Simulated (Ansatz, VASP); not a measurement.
**Two plane-wave programs on Mg2CdN2**

```xyz
5
Lattice="3.6950 0.0000 0.0000 -1.8475 3.2000 0.0000 0.0000 0.0000 5.5051" Properties=species:S:1:pos:R:3 pbc="T T T"
Mg    1.8475    1.0667    0.8447
Mg    0.0000    2.1333    4.6604
Cd    0.0000    0.0000    2.7526
N     1.8475    1.0667    4.2512
N     0.0000    2.1333    1.2539
```

Change from the starting cell: strain +0.040 along x and y, -0.080 along z, atoms carried along.

Alike in both runs: task single point; functional LDA; k mesh 12 × 12 × 6; occupations gaussian, width 0.03 eV; no spin polarisation.

```csv
,VASP,Ansatz
version,VASP 6.6.1,Ansatz 0.2.0
potentials or method,"VASP PAW LDA potentials, release 64 (Mg, Cd, N), cutoff 520 eV","scalar-relativistic, plane waves, PAW"
valence electrons in the cell,26,50
```

VASP gave:

```
gap on the k mesh at the Fermi level (eV)                     : 0.25
least direct gap on the mesh (eV)                             : 0.52
pressure (GPa)                                                : -8.8
traceless stress, the component that is largest in VASP (GPa) : 8.46
rms of the force components (eV/Å)                            : 0.180
```

**Question.** Which values does Ansatz return?

**Answer.** gap on the k mesh at the Fermi level (eV): 0.25; least direct gap on the mesh (eV): 0.52; pressure (GPa): -8.3; traceless stress, the component that is largest in VASP (GPa): 8.50; rms of the force components (eV/Å): 0.199.

LDA's correlation is that of Perdew and Zunger in VASP and of Perdew and Wang (1992) in Ansatz. Atom by atom the forces differ by 0.020 eV/Å (rms over components). VASP's potentials hold 26 valence electrons a cell and Ansatz's 50, so a difference there can come from the potentials and not from the codes.
